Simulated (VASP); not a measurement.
# Ti: single point with PBE

The system is Ti.

```
Ti
1.0
     2.93908    0.00000    0.00000
    -1.46954    2.54531    0.00000
     0.00000    0.00000    4.65599
Ti
2
Cartesian
  0.0000 1.6969 1.1640
  1.4695 0.8484 3.4920
```

| Quantity | Value |
| --- | --- |
| Program | VASP 6.6.1 |
| Task | single point |
| Functional | PBE |
| Potentials or basis | VASP PAW PBE potentials, release 64 (Ti_sv) |
| Cutoff | 520 eV |
| k mesh | 12 × 12 × 7 |
| Occupations | fermi-dirac, width 0.2 eV |
| Spin | no spin polarisation |
| Dipole correction | no |
| Further INCAR settings | ALGO = Normal; EDIFF = 1e-07; NBANDS = 19 |

```yaml
Pressure: 0.5 GPa
Band_gap_on_the_k_mesh: zero (band 12 reaches 9.09 eV, above the bottom of band 13 at 8.02 eV)
```

Stress tensor (GPa, compression positive):
```
0.35 0.00 0.00
0.00 0.35 0.00
0.00 0.00 0.78
```

Levels at points of the mesh, in eV from the Fermi level:
| k point | band 8 | band 9 | band 10 | band 11 | band 12 | band 13 | band 14 | band 15 | band 16 | band 17 |
| --- | --- | --- | --- | --- | --- | --- | --- | --- | --- | --- |
| (0.00, 0.00, 0.00) | -32.64 | -6.15 | -2.62 | 0.82 | 0.84 | 0.84 | 0.97 | 1.33 | 1.33 | 1.70 |
| (0.50, 0.00, 0.00) | -32.71 | -2.29 | -2.09 | -1.77 | -0.57 | 0.56 | 0.70 | 1.25 | 3.40 | 3.63 |

It took 40 s on 1 thread of Intel Xeon 6975P-C, with other jobs on the host, peak memory 0.18 GiB.
